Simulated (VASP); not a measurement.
Here is a VASP 6.6.1 calculation.

File INCAR:

```
  ALGO = Normal
  EDIFF = 1E-6
  ENCUT = 500
  GGA = RE
  GGA_COMPAT = F
  ISIF = 2
  ISMEAR = 0
  IVDW = 12
  LASPH = T
  LCHARG = F
  LREAL = F
  LWAVE = F
  NBANDS = 11
  NELM = 120
  PREC = Accurate
  SIGMA = 0.05
```

Contents of KPOINTS:

```
k-points
0
Gamma
  8 8 8
```

The input POSCAR:

```
BAs
1.0
    0.0000000000      2.3391462389      2.3391462389
    2.3391462389      0.0000000000      2.3391462389
    2.3391462389      2.3391462389      0.0000000000
B As
1 1
Direct
    0.0000000000      0.0000000000      0.0000000000
    0.7500000000      0.7500000000      0.7500000000
```

Potentials or basis: VASP PAW PBE potentials, release 64 (B, As).

The run is started by

```console
$ cat potpaw_PBE.64/B/POTCAR potpaw_PBE.64/As/POTCAR > POTCAR
$ mpirun -np 1 vasp_std > vasp.out
```

(1) Estimate the band gap on the k mesh.

(2) Estimate the pressure.

## Answers

(1) 1.14 eV, indirect (least direct gap 3.35 eV).

(2) 7.1 GPa.

Caveat: the PAW data sets were made with another functional, which shifts forces and pressure a little.
